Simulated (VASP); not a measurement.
A run of VASP 6.6.1 is set up as follows.

The input POSCAR:

```
BeAs2
1.0
    3.6454150000      0.0000000000      0.0000000000
    0.0000000000      3.6454150000      0.0000000000
    0.0000000000      0.0000000000      7.5477720000
Be As
2 4
Direct
    0.0000000000      0.5000000000      0.2810000000
    0.5000000000      0.0000000000      0.7190000000
    0.0000000000      0.0000000000      0.0000000000
    0.5000000000      0.5000000000      0.0000000000
    0.0000000000      0.5000000000      0.6390000000
    0.5000000000      0.0000000000      0.3610000000
```

The input INCAR.step1:

```
PREC     = Accurate       # precision mode
ENCUT    = 520            # plane-wave cutoff, eV
ISMEAR   = -1             # smearing method
SIGMA    = 0.1            # smearing width, eV
LREAL    = False          # projectors in reciprocal space
LASPH    = True           # aspherical terms in the spheres
NELM     = 60             # most SCF steps
NBANDS   = 21             # bands
GGA      = PE             # functional
ALGO     = Normal         # electronic algorithm
EDIFF    = 1E-4           # SCF threshold, eV
LWAVE    = True           # write WAVECAR
LCHARG   = False          # write CHGCAR
```

Contents of INCAR.step2:

```
PREC     = Accurate       # precision mode
ENCUT    = 520            # plane-wave cutoff, eV
EDIFF    = 1E-7           # SCF threshold, eV
ISMEAR   = -1             # smearing method
SIGMA    = 0.1            # smearing width, eV
LREAL    = False          # projectors in reciprocal space
LASPH    = True           # aspherical terms in the spheres
NELM     = 60             # most SCF steps
ALGO     = Normal         # electronic algorithm
ISIF     = 2              # what is computed and relaxed
LWAVE    = False          # write WAVECAR
LCHARG   = False          # write CHGCAR
METAGGA  = R2SCAN         # meta-GGA
LMIXTAU  = True         
NBANDS   = 21             # bands
ISTART   = 1
```

File KPOINTS:

```
Automatic mesh
0
Gamma
  5 5 3
```

Potentials or basis: VASP PAW PBE potentials, release 64 (Be, As).

Command:

```sh
$ cat potpaw_PBE.64/Be/POTCAR potpaw_PBE.64/As/POTCAR > POTCAR
$ cp INCAR.step1 INCAR
$ mpirun -np 1 vasp_std > vasp.out
$ cp INCAR.step2 INCAR
$ mpirun -np 1 vasp_std > vasp.out
```

Question: Predict the pressure.

Answer: -2.8 GPa.

Question: What does it give for the band gap on the k mesh?

Answer: Zero (bands 12 and 13 overlap by 1.09 eV).

Question: Predict the largest force.

Answer: 0.836 eV/Å.

Stress tensor (GPa, compression positive):
```
-0.59  0.00  0.00
 0.00 -0.59  0.00
 0.00  0.00 -7.21
```

Caveat: the stress differs along the axes, from -7 to -1 GPa; the PAW data sets were made with another functional, which shifts forces and pressure a little.
